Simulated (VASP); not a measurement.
**Ba: single point with revPBE**

Crystal: Ba.

```
Ba
1.0
     0.00000    3.23977    3.23977
     3.23977    0.00000    3.23977
     3.23977    3.23977    0.00000
Ba
1
Direct
  0.00000 0.00000 0.00000
```

- Program: VASP 6.6.1
- Task: single point
- Functional: revPBE
- Potentials or basis: VASP PAW PBE potentials, release 64 (Ba_sv)
- Cutoff: 520 eV
- k mesh: 14 × 14 × 14
- Occupations: fermi-dirac, width 0.1 eV
- Spin: no spin polarisation

```yaml
Pressure: 0.1 GPa
Band_gap_on_the_k_mesh: zero (band 5 reaches 1.57 eV, above the bottom of band 6 at 1.42 eV)
```

Levels at points of the mesh, in eV from the Fermi level:
```tsv
k point	band 1	band 2	band 3	band 4	band 5	band 6	band 7	band 8	band 9	band 10
(0.00, 0.00, 0.00)	-29.07	-14.07	-14.07	-14.07	-2.75	1.71	1.71	1.71	3.13	3.13
(0.50, 0.00, 0.00)	-29.04	-14.42	-14.12	-14.12	-0.92	0.82	1.57	1.57	4.21	4.21
(0.50, 0.50, 0.00)	-29.03	-14.40	-14.20	-14.20	-0.74	-0.11	1.77	4.22	4.53	4.53
```

Run time: 20 s on 1 thread of Intel(R) Xeon(R) 6975P-C (Granite Rapids), with other jobs on the host, peak memory 0.24 GiB.

Caveat: the PAW data sets were made with another functional, which shifts forces and pressure a little; spin-orbit coupling is left out, which moves the levels of the heavy elements.
